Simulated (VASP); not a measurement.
# ZrFeS3 (Pm-3m) in VASP: a series of runs

The runs below take ZrFeS3 through single point, relaxation of cell and atoms, with PBE.

Program: VASP 6.6.1. These are calculated values, not measurements. Logs are shortened: lines on timing, memory, paths and dates and some standing lists are left out, and cuts for length are marked.

**1. The cell of the first run**

The structure is cubic, space group Pm-3m (No. 221). Conventional cell: a = 4.405 Å, b = 4.405 Å, c = 4.405 Å, α = 90.00°, β = 90.00°, γ = 90.00°. Within 4.1 Å of Zr (site symmetry m-3m) lie 12 S at 3.12 Å and 8 Fe at 3.82 Å. Within 2.9 Å of Fe (site symmetry m-3m) lie 6 S at 2.20 Å. Within 2.9 Å of S (site symmetry 4/mmm) lie 2 Fe at 2.20 Å.

The cell was built from a structure type or drawn by symmetry, and may not be a known phase.

**2. Single point, PBE, collinear spin, ferromagnetic start**

Input file INCAR:

```
SYSTEM = ZrFeS3
PREC     = Accurate       ! precision mode
ENCUT    = 520            ! plane-wave cutoff, eV
EDIFF    = 1E-6           ! SCF threshold, eV
ISMEAR   = 0              ! smearing method
SIGMA    = 0.1            ! smearing width, eV
LREAL    = .FALSE.        ! projectors in reciprocal space
LASPH    = .TRUE.         ! aspherical terms in the spheres
NELM     = 150            ! most SCF steps
ALGO     = Normal         ! electronic algorithm
ISIF     = 2              ! what is computed and relaxed
LWAVE    = .FALSE.        ! write WAVECAR
LCHARG   = .TRUE.         ! write CHGCAR
ISPIN    = 2              ! spin polarisation
MAGMOM   = 0 4 0 0 0      ! initial moments
LORBIT   = 11             ! projections on sites
LMAXMIX  = 4              ! l up to which the mixer works
GGA      = PE             ! functional
LELF     = .TRUE.         ! ELF
LVHAR    = .TRUE.       
NBANDS   = 31             ! bands
```

Input file KPOINTS:

```
regular mesh
0
G
  4 4 4
  0 0 0
```

Input file POSCAR:

```
ZrFeS3
1.0
    4.4054942946      0.0000000000      0.0000000000
    0.0000000000      4.4054942946      0.0000000000
    0.0000000000      0.0000000000      4.4054942946
Zr Fe S
1 1 3
Direct
    0.0000000000      0.0000000000      0.0000000000
    0.5000000000      0.5000000000      0.5000000000
    0.0000000000      0.5000000000      0.5000000000
    0.5000000000      0.0000000000      0.5000000000
    0.5000000000      0.5000000000      0.0000000000
```

Potentials or basis: VASP PAW PBE potentials, release 64 (Zr_sv, Fe, S).

The run is started by

```bash
$ cat potpaw_PBE.64/Zr_sv/POTCAR potpaw_PBE.64/Fe/POTCAR potpaw_PBE.64/S/POTCAR > POTCAR
$ mpirun -np 1 vasp_std > vasp.out
```

OUTCAR:

```text
SYSTEM = ZrFeS3
   PREC = Accurate
   ENCUT = 520
   EDIFF = 1E-6
   ISMEAR = 0
   LREAL = .FALSE.
   LASPH = .TRUE.
   NELM = 150
   ISIF = 2
   ISPIN = 2
   LORBIT = 11
   GGA = PE

 ion  position               nearest neighbor table
   1  0.000  0.000  0.000-   3 3.12   4 3.12   5 3.12   3 3.12   4 3.12   3 3.12   5 3.12   3 3.12
                             4 3.12   5 3.12   4 3.12   5 3.12
   2  0.500  0.500  0.500-   3 2.20   4 2.20   5 2.20   5 2.20   4 2.20   3 2.20
   3  0.000  0.500  0.500-   2 2.20   2 2.20   1 3.12   1 3.12   1 3.12   1 3.12
   4  0.500  0.000  0.500-   2 2.20   2 2.20   1 3.12   1 3.12   1 3.12   1 3.12
   5  0.500  0.500  0.000-   2 2.20   2 2.20   1 3.12   1 3.12   1 3.12   1 3.12

  LATTYP: Found a simple cubic cell.
 ALAT       =     4.4054942946

  Lattice vectors:

 A1 = (   4.4054942946,   0.0000000000,   0.0000000000)
 A2 = (   0.0000000000,   4.4054942946,   0.0000000000)
 A3 = (   0.0000000000,   0.0000000000,   4.4054942946)

Analysis of symmetry for initial positions (statically):
=====================================================================
 Subroutine PRICEL returns:
 Original cell was already a primitive cell.

 Routine SETGRP: Setting up the symmetry group for a
 simple cubic supercell.

 Subroutine GETGRP returns: Found 48 space group operations
 (whereof 48 operations were pure point group operations)
 out of a pool of 48 trial point group operations.

The static configuration has the point symmetry O_h .

Analysis of symmetry for dynamics (positions and initial velocities):
=====================================================================
 Subroutine PRICEL returns:
 Original cell was already a primitive cell.

 Routine SETGRP: Setting up the symmetry group for a
 simple cubic supercell.

 Subroutine GETGRP returns: Found 48 space group operations
 (whereof 48 operations were pure point group operations)
 out of a pool of 48 trial point group operations.

The dynamic configuration has the point symmetry O_h .

Analysis of structural, dynamic, and magnetic symmetry:
=====================================================================
 Subroutine PRICEL returns:
 Original cell was already a primitive cell.

 Routine SETGRP: Setting up the symmetry group for a
 simple cubic supercell.

 Subroutine GETGRP returns: Found 48 space group operations
 (whereof 48 operations were pure point group operations)
 out of a pool of 48 trial point group operations.

The overall configuration has the point symmetry O_h .

 Subroutine INISYM returns: Found 48 space group operations
 (whereof 48 operations are pure point group operations),
 and found     1 'primitive' translations

----------------------------------------------------------------------------------------

                                     Primitive cell

  volume of cell :      85.5035

  direct lattice vectors                    reciprocal lattice vectors
     4.405494295  0.000000000  0.000000000     0.226989285  0.000000000  0.000000000
     0.000000000  4.405494295  0.000000000     0.000000000  0.226989285  0.000000000
     0.000000000  0.000000000  4.405494295     0.000000000  0.000000000  0.226989285

  length of vectors
     4.405494295  4.405494295  4.405494295     0.226989285  0.226989285  0.226989285

  position of ions in fractional coordinates (direct lattice)
     0.000000000  0.000000000  0.000000000
     0.500000000  0.500000000  0.500000000
     0.000000000  0.500000000  0.500000000
     0.500000000  0.000000000  0.500000000
     0.500000000  0.500000000  0.000000000

  ion indices of the primitive-cell ions
   primitive index   ion index
                 1           1
                 2           2
                 3           3
                 4           4
                 5           5

----------------------------------------------------------------------------------------

 KPOINTS: regular mesh

Automatic generation of k-mesh.
 Grid dimensions read from file:
 generate k-points for:    4    4    4

 Generating k-lattice:

  Cartesian coordinates                     Fractional coordinates (reciprocal lattice)
     0.056747321  0.000000000  0.000000000     0.250000000  0.000000000  0.000000000
     0.000000000  0.056747321  0.000000000     0.000000000  0.250000000  0.000000000
     0.000000000  0.000000000  0.056747321     0.000000000  0.000000000  0.250000000

  Length of vectors
     0.056747321  0.056747321  0.056747321

  Shift w.r.t. Gamma in fractional coordinates (k-lattice)
     0.000000000  0.000000000  0.000000000

 Subroutine IBZKPT returns following result:
 ===========================================

 Found     10 irreducible k-points:

 Following reciprocal coordinates:
            Coordinates               Weight
  0.000000  0.000000  0.000000      1.000000
  0.250000  0.000000  0.000000      6.000000
  0.500000  0.000000  0.000000      3.000000
  0.250000  0.250000  0.000000     12.000000
  0.500000  0.250000  0.000000     12.000000
  0.500000  0.500000  0.000000      3.000000
  0.250000  0.250000  0.250000      8.000000
  0.500000  0.250000  0.250000     12.000000
  0.500000  0.500000  0.250000      6.000000
  0.500000  0.500000  0.500000      1.000000
   k-points           NKPTS =     10   k-points in BZ     NKDIM =     10   number of bands    NBANDS=     31
   number of dos      NEDOS =    301   number of ions     NIONS =      5
   total plane-waves  NPLWV =  46656
   dimension x,y,z NGX =    36 NGY =   36 NGZ =   36
   dimension x,y,z NGXF=    72 NGYF=   72 NGZF=   72
   ions per type =               1   1   3
   NGX,Y,Z   is equivalent  to a cutoff of  13.58, 13.58, 13.58 a.u.
   NGXF,Y,Z  is equivalent  to a cutoff of  27.17, 27.17, 27.17 a.u.
 SYSTEM =  ZrFeS3
   PREC   = accura    normal or accurate (medium, high low for compatibility)
   ISTART =      0    job   : 0-new  1-cont  2-samecut
   ICHARG =      2    charge: 1-file 2-atom 10-const
   ISPIN  =      2    spin polarized calculation?
   LNONCOLLINEAR =      F non collinear calculations
   LSORBIT =      F    spin-orbit coupling
   LASPH  =      T    aspherical Exc in radial PAW
   ENCUT  =  520.0 eV  38.22 Ry    6.18 a.u.   8.19  8.19  8.19*2*pi/ulx,y,z
   NELM   =    150;   NELMIN=  2; NELMDL= -5     # of ELM steps
   EDIFF  = 0.1E-05   stopping-criterion for ELM
   LREAL  =      F    real-space projection
   EDIFFG = 0.1E-04   stopping-criterion for IOM
   NSW    =      0    number of steps for IOM
   IBRION =     -1    ionic relax: 0-MD 1-quasi-New 2-CG
   NFREE  =      0    steps in history (QN), initial steepest desc. (CG)
   ISIF   =      2    stress and relaxation
   ISYM   =      2    0-nonsym 1-usesym 2-fastsym
   POTIM  = 0.5000    time-step for ionic-motion
   TEBEG  =    0.0;   TEEND  =   0.0 temperature during run
   PSTRESS=    0.0 pullay stress
   NELECT =      38.0000    total number of electrons
   NUPDOWN=      -1.0000    fix difference up-down
   EMIN   =  10.00;   EMAX   =-10.00  energy-range for DOS
   EFERMI =   0.00;   METHOD = LEGACY
   ISMEAR =     0;   SIGMA  =   0.10  broadening in eV -4-tet -1-fermi 0-gaus
   EFERMI_NEDOS =   21; number of points for ismear=-14 and -15
   IALGO  =     38    algorithm
   IMIX   =      4    mixing-type and parameters
     AMIX     =   0.40;   BMIX     =  1.00
     AMIX_MAG =   1.60;   BMIX_MAG =  1.00
  volume/ion in A,a.u.               =      17.10       115.40
  Fermi-wavevector in a.u.,A,eV,Ry     =   1.249323  2.360878 21.236080  1.560808
  Thomas-Fermi vector in A             =   2.383369
   LORBIT       =     11    0 simple, 1 ext, 2 COOP (PROOUT), +10 PAW based schemes
   GGA     = PE    functional components
   LHFCALC =     F    Hartree Fock is set to
   AEXX    =    0.0000 exact exchange contribution
   IVDW    =     0    specifies the selected vdW correction
   LEPSILON=     F    determine dielectric tensor
   LRPA    =     F    only Hartree local field effects (RPA)
 spin polarized calculation
 Gauss-broadening in eV      SIGMA  =   0.10
  energy-cutoff  :      520.00
  volume of cell :       85.50
 maximum number of plane-waves:      2325
 NGX is ok and might be reduce to    36
   NGX = 17   NGY = 17   NGZ = 17

 number of electron      38.0000006 magnetization       1.3949528

 Free energy of the ion-electron system (eV)
  ---------------------------------------------------
  ext. energy  EPLUGINS =         0.00000000
  ---------------------------------------------------
  free energy    TOTEN  =       -30.38504461 eV

  energy without entropy =      -30.35687788  energy(sigma->0) =      -30.37096124

 E-fermi :   7.8879     XC(G=0): -11.0127

 val. band max:        7.8794360178   @ k =   0.5000   0.2500   0.2500
 cond. band min:       7.8963997434   @ k =   0.5000   0.0000   0.0000
 fundamental gap:      0.0169637256
 Fermi energy:         7.8878789403

 spin component 1

 k-point     1 :       0.0000    0.0000    0.0000
  band No.  band energies     occupation
      1     -42.8583      1.00000
      2     -20.7460      1.00000
      3     -20.7460      1.00000
      4     -20.7460      1.00000
      5      -7.5250      1.00000
      6      -4.7172      1.00000
[... 23 lines left out ...]
     30      16.2654      0.00000
     31      16.3743      0.00000

 k-point     2 :       0.2500    0.0000    0.0000
  band No.  band energies     occupation
      1     -42.8580      1.00000
      2     -20.7562      1.00000
      3     -20.7451      1.00000
      4     -20.7451      1.00000
      5      -7.1989      1.00000
      6      -5.0582      1.00000
[... 264 lines left out ...]
 k-point    10 :       0.5000    0.5000    0.5000
  band No.  band energies     occupation
      1     -42.8567      1.00000
      2     -20.7598      1.00000
      3     -20.7598      1.00000
      4     -20.7598      1.00000
      5      -5.3370      1.00000
      6      -5.3370      1.00000
[... 23 lines left out ...]
     30      14.7873      0.00000
     31      16.9173      0.00000
 Fermi energy:         7.8878789403

 spin component 2

 k-point     1 :       0.0000    0.0000    0.0000
  band No.  band energies     occupation
      1     -43.0629      1.00000
      2     -20.9887      1.00000
      3     -20.9887      1.00000
      4     -20.9887      1.00000
      5      -7.4579      1.00000
      6      -4.6090      1.00000
[... 23 lines left out ...]
     30      16.1764      0.00000
     31      16.6706      0.00000

 k-point     2 :       0.2500    0.0000    0.0000
  band No.  band energies     occupation
      1     -43.0626      1.00000
      2     -20.9988      1.00000
      3     -20.9877      1.00000
      4     -20.9877      1.00000
      5      -7.1303      1.00000
      6      -4.9697      1.00000
[... 264 lines left out ...]
 k-point    10 :       0.5000    0.5000    0.5000
  band No.  band energies     occupation
      1     -43.0613      1.00000
      2     -21.0025      1.00000
      3     -21.0025      1.00000
      4     -21.0025      1.00000
      5      -5.2672      1.00000
      6      -5.2672      1.00000
[... 23 lines left out ...]
     30      14.9294      0.00000
     31      16.9635      0.00000

------------------------ aborting loop because EDIFF is reached ----------------------------------------

  FORCE on cell =-STRESS in cart. coord.  units (eV):
  Direction    XX          YY          ZZ          XY          YZ          ZX
  --------------------------------------------------------------------------------------
  -------------------------------------------------------------------------------------
  Total        0.0677991      0.0677991      0.0677991     -0.0000000     -0.0000000      0.0000000
  in kB        1.2704292      1.2704292      1.2704292     -0.0000000     -0.0000000      0.0000000
  external PRESSURE =       1.2704292 kB  Pullay stress =       0.0000000 kB

 VOLUME and BASIS-vectors are now :
 -----------------------------------------------------------------------------
  energy-cutoff  :      520.00
  volume of cell :       85.50
      direct lattice vectors                 reciprocal lattice vectors
     4.405494295  0.000000000  0.000000000     0.226989285  0.000000000  0.000000000
     0.000000000  4.405494295  0.000000000     0.000000000  0.226989285  0.000000000
     0.000000000  0.000000000  4.405494295     0.000000000  0.000000000  0.226989285

 POSITION                                       TOTAL-FORCE (eV/Angst)
 -----------------------------------------------------------------------------------
      0.00000      0.00000      0.00000         0.000000      0.000000      0.000000
      2.20275      2.20275      2.20275         0.000000      0.000000      0.000000
      0.00000      2.20275      2.20275         0.000000      0.000000      0.000000
      2.20275      0.00000      2.20275         0.000000      0.000000      0.000000
      2.20275      2.20275      0.00000         0.000000      0.000000      0.000000
 -----------------------------------------------------------------------------------
    total drift:                                0.000000      0.000000      0.000000

  FREE ENERGIE OF THE ION-ELECTRON SYSTEM (eV)
  ---------------------------------------------------
  free  energy   TOTEN  =       -30.3850446074 eV

  energy  without entropy=      -30.3568778807  energy(sigma->0) =      -30.37096124

 total charge

# of ion       s       p       d       tot
------------------------------------------
    1        2.084   5.923   1.409   9.416
    2        0.434   0.632   6.526   7.591
    3        1.355   2.364   0.000   3.719
    4        1.355   2.364   0.000   3.719
    5        1.355   2.364   0.000   3.719
--------------------------------------------------
tot          6.583  13.647   7.935  28.165

 magnetization (x)

# of ion       s       p       d       tot
------------------------------------------
    1       -0.000   0.000  -0.305  -0.305
    2        0.025   0.004   1.543   1.571
    3        0.005   0.040   0.000   0.046
    4        0.005   0.040   0.000   0.046
    5        0.005   0.040   0.000   0.046
--------------------------------------------------
tot          0.040   0.125   1.238   1.403
```

Run time: 79 s. Hardware: 1 thread of Intel Xeon Platinum 8259CL at 2.50GHz (Skylake/Cascade Lake), shared host; peak memory 0.26 GiB.

Results:

| Property | Result |
| --- | --- |
| Free energy | -30.3850 eV |
| Pressure | 0.1 GPa |
| Net moment | 1.39 μB per cell |
| Site moments | Zr -0.30; Fe +1.57; S +0.05 μB |
| Valence electrons inside the program's atomic spheres | Zr 9.42; Fe 7.59; S 3.72 |

Levels at points of the mesh, in eV from the Fermi level:
Spin up:
| k point | band 16 | band 17 | band 18 | band 19 | band 20 | band 21 | band 22 | band 23 | band 24 | band 25 |
| --- | --- | --- | --- | --- | --- | --- | --- | --- | --- | --- |
| (0.00, 0.00, 0.00) | -2.15 | -1.68 | -1.68 | -0.81 | -0.81 | -0.81 | 0.03 | 0.03 | 0.29 | 0.29 |
| (0.50, 0.00, 0.00) | -1.68 | -1.68 | -1.39 | -0.66 | -0.66 | 0.20 | 0.25 | 0.78 | 2.26 | 2.48 |
| (0.50, 0.50, 0.00) | -1.35 | -1.09 | -1.09 | -0.85 | -0.78 | 0.85 | 1.07 | 2.18 | 2.64 | 2.64 |
| (0.50, 0.50, 0.50) | -1.03 | -0.18 | -0.18 | -0.18 | 0.57 | 0.78 | 0.78 | 0.78 | 1.04 | 1.04 |
Spin down:
```tsv
k point	band 14	band 15	band 16	band 17	band 18	band 19	band 20	band 21	band 22	band 23
(0.00, 0.00, 0.00)	-1.61	-1.61	-1.61	-1.04	-1.04	-0.76	-0.76	-0.76	0.35	0.35
(0.50, 0.00, 0.00)	-3.98	-1.66	-1.66	-1.29	-0.06	0.01	0.39	0.56	0.56	1.14
(0.50, 0.50, 0.00)	-3.25	-3.25	-0.87	-0.25	0.07	0.07	0.13	0.81	1.17	1.93
(0.50, 0.50, 0.50)	-0.03	-0.03	-0.03	0.40	0.40	0.40	0.43	0.58	0.58	0.58
```

Caveat: a cell with one magnetic atom can't hold antiferromagnetic order, which such compounds often take. With open d or f shells a metallic result of PBE can be an artefact of self-interaction; +U or a hybrid may open a gap.

**3. Relaxation of cell and atoms, PBE, collinear spin, ferromagnetic start**

This run uses another cell than the first one, of 19.90 Å³/atom.

Input file INCAR:

```
ALGO = Normal ; EDIFF = 1E-6
EDIFFG = -0.04 ; ENCUT = 600
GGA = PE ; IBRION = 2
ISIF = 3 ; ISMEAR = 0
ISPIN = 2 ; LASPH = True
LCHARG = False ; LMAXMIX = 4
LORBIT = 11 ; LREAL = False
LWAVE = False ; MAGMOM = 0 4 0 0 0
NELM = 150 ; NSW = 90
PREC = Accurate ; SIGMA = 0.1
```

Input file KPOINTS:

```
k-points
0
Gamma
  4 4 4
```

POSCAR: that of step 2 with these lines changed.

```diff
@@ -2,5 +2,5 @@
 1.0
-    4.4054942946      0.0000000000      0.0000000000
-    0.0000000000      4.4054942946      0.0000000000
-    0.0000000000      0.0000000000      4.4054942946
+    4.6336770400      0.0000000000      0.0000000000
+    0.0000000000      4.6336770400      0.0000000000
+    0.0000000000      0.0000000000      4.6336770400
 Zr Fe S
```

Potentials or basis: VASP PAW PBE potentials, release 64 (Zr_sv, Fe, S).

The run is started by

```bash
$ cat potpaw_PBE.64/Zr_sv/POTCAR potpaw_PBE.64/Fe/POTCAR potpaw_PBE.64/S/POTCAR > POTCAR
$ mpirun -np 1 vasp_std > vasp.out
```

Wall time 4.4 min (1 thread of Intel Xeon Platinum 8259CL at 2.50GHz (Skylake/Cascade Lake), shared host); peak memory 0.31 GiB.

Results (log left out):

* Free energy: -30.3866 eV
* Relaxed volume: 17.13 Å³/atom
* Relaxed cell: a = 4.408 Å, b = 4.408 Å, c = 4.408 Å, α = 90.00°, β = 90.00°, γ = 90.00°
* Space group after relaxing (to 0.1 Å): Pm-3m (No. 221)
* Energy gained by relaxing: 109.4 meV/atom
* Ionic steps: 3
* Pressure after relaxing: 0.0 GPa
* Net moment: 1.39 μB per cell
* Site moments: Zr -0.31; Fe +1.57; S +0.05 μB
* Valence electrons inside the program's atomic spheres: Zr 9.41; Fe 7.59; S 3.72

The path:
```
step  energy change (eV)  largest force (eV/Å)  pressure (GPa)  volume (Å³)
   1              0.0000                0.0000          -10.95        99.49
   2             -0.4618                0.0000            6.44        81.16
   3             -0.5469                0.0000           -0.03        85.66
```

Final structure:
```
Zr Fe S
1.0
     4.40818    0.00000    0.00000
     0.00000    4.40818    0.00000
     0.00000    0.00000    4.40818
Zr Fe S
1 1 3
Direct
  0.00000 0.00000 0.00000
  0.50000 0.50000 0.50000
  0.00000 0.50000 0.50000
  0.50000 0.00000 0.50000
  0.50000 0.50000 0.00000
```

Levels at points of the mesh, in eV from the Fermi level:
Spin up:
```tsv
k point	band 17	band 18	band 19	band 20	band 21	band 22	band 23	band 24
(0.00, 0.00, 0.00)	-1.68	-1.68	-0.81	-0.81	-0.81	0.03	0.03	0.29
(0.50, 0.00, 0.00)	-1.68	-1.40	-0.66	-0.66	0.20	0.25	0.78	2.25
(0.50, 0.50, 0.00)	-1.10	-1.10	-0.85	-0.78	0.85	1.06	2.17	2.63
(0.50, 0.50, 0.50)	-0.18	-0.18	-0.18	0.57	0.78	0.78	0.78	1.03
```
Spin down:
| k point | band 15 | band 16 | band 17 | band 18 | band 19 | band 20 | band 21 | band 22 |
| --- | --- | --- | --- | --- | --- | --- | --- | --- |
| (0.00, 0.00, 0.00) | -1.60 | -1.60 | -1.04 | -1.04 | -0.76 | -0.76 | -0.76 | 0.35 |
| (0.50, 0.00, 0.00) | -1.66 | -1.66 | -1.29 | -0.05 | 0.01 | 0.39 | 0.56 | 0.56 |
| (0.50, 0.50, 0.00) | -3.24 | -0.87 | -0.25 | 0.07 | 0.07 | 0.13 | 0.80 | 1.17 |
| (0.50, 0.50, 0.50) | -0.03 | -0.03 | 0.40 | 0.40 | 0.40 | 0.43 | 0.57 | 0.57 |

Caveat: a cell with one magnetic atom can't hold antiferromagnetic order, which such compounds often take. With open d or f shells a metallic result of PBE can be an artefact of self-interaction; +U or a hybrid may open a gap.
